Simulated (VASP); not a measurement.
Wanted: the native input for a VASP 6.6.1 run.

```
Task                   : electric field gradients
Functional             : PBEsol
Potentials or basis    : VASP PAW PBE potentials, release 64 (Mn_pv, Hg)
Cutoff                 : 520 eV
k mesh                 : 4 × 4 × 4
Occupations            : gaussian, width 0.1 eV
Spin                   : no spin polarisation
Dipole correction      : no
Further INCAR settings : ALGO = Fast; EDIFF = 1e-08; NBANDS = 20
```

The structure of MnHg lies in POSCAR:

```
MnHg
1.0
    3.3150000000      0.0000000000      0.0000000000
    0.0000000000      3.3150000000      0.0000000000
    0.0000000000      0.0000000000      3.3150000000
Mn Hg
1 1
Direct
    0.5000000000      0.5000000000      0.5000000000
    0.0000000000      0.0000000000      0.0000000000
```

One way to write it, as run:

INCAR

```
  ALGO = Fast
  EDIFF = 1E-8
  ENCUT = 520
  GGA = PS
  ISIF = 2
  ISMEAR = 0
  LASPH = T
  LCHARG = F
  LEFG = T
  LREAL = F
  LWAVE = F
  NBANDS = 20
  NELM = 60
  PREC = Accurate
  SIGMA = 0.1
```

KPOINTS

```
k-points
0
Gamma
  4 4 4
```

Potentials or basis: VASP PAW PBE potentials, release 64 (Mn_pv, Hg).

Launch:

```bash
$ cat potpaw_PBE.64/Mn_pv/POTCAR potpaw_PBE.64/Hg/POTCAR > POTCAR
$ mpirun -np 1 vasp_std > vasp.out
```

Results of the run:

| Property | Result |
| --- | --- |
| Pressure | -20.3 GPa |
| Band gap on the k mesh | zero (an odd number of electrons rules out a gap without spin polarisation) |
| Largest electric field gradient by atom | zero within the noise of the run |

Caveat: the k points lie up to 0.47 Å⁻¹ apart, too coarse for converged energies and pressures of a metal; the PAW data sets were made with another functional, which shifts forces and pressure a little; spin-orbit coupling is left out, which moves the levels of the heavy elements; the run has no spin polarisation, though such a crystal can be magnetic.

Run time: 21 s on 1 thread of AMD EPYC 7R13, on a shared host, peak memory 0.12 GiB.
